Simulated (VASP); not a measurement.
Here is a VASP 6.6.1 calculation.

File INCAR:

```
SYSTEM = Re
  ALGO = Normal
  EDIFF = 1E-8
  ENCUT = 520
  GGA = PE
  GGA_COMPAT = .False.
  ISIF = 2
  ISMEAR = -1
  LASPH = .True.
  LCHARG = .False.
  LEFG = .True.
  LREAL = .False.
  LWAVE = .False.
  NBANDS = 10
  NELM = 120
  PREC = Accurate
  SIGMA = 0.03
```

File KPOINTS:

```
k-points
0
Gamma
  14 14 14
  0 0 0
```

The input POSCAR:

```
Re
1.0
    0.0000000000      2.0009898225      2.0009898225
    2.0009898225      0.0000000000      2.0009898225
    2.0009898225      2.0009898225      0.0000000000
Re
1
Direct
    0.0000000000      0.0000000000      0.0000000000
```

Potentials or basis: VASP PAW PBE potentials, release 64 (Re).

Command:

```bash
$ cat potpaw_PBE.64/Re/POTCAR > POTCAR
$ mpirun -np 1 vasp_std > vasp.out
```

Question: What does it give for the pressure?

Answer: -21.4 GPa.

Question: Estimate the band gap on the k mesh.

Answer: Zero (an odd number of electrons rules out a gap without spin polarisation).

Caveat: the cell stands under tension; spin-orbit coupling is left out, which moves the levels of the heavy elements.
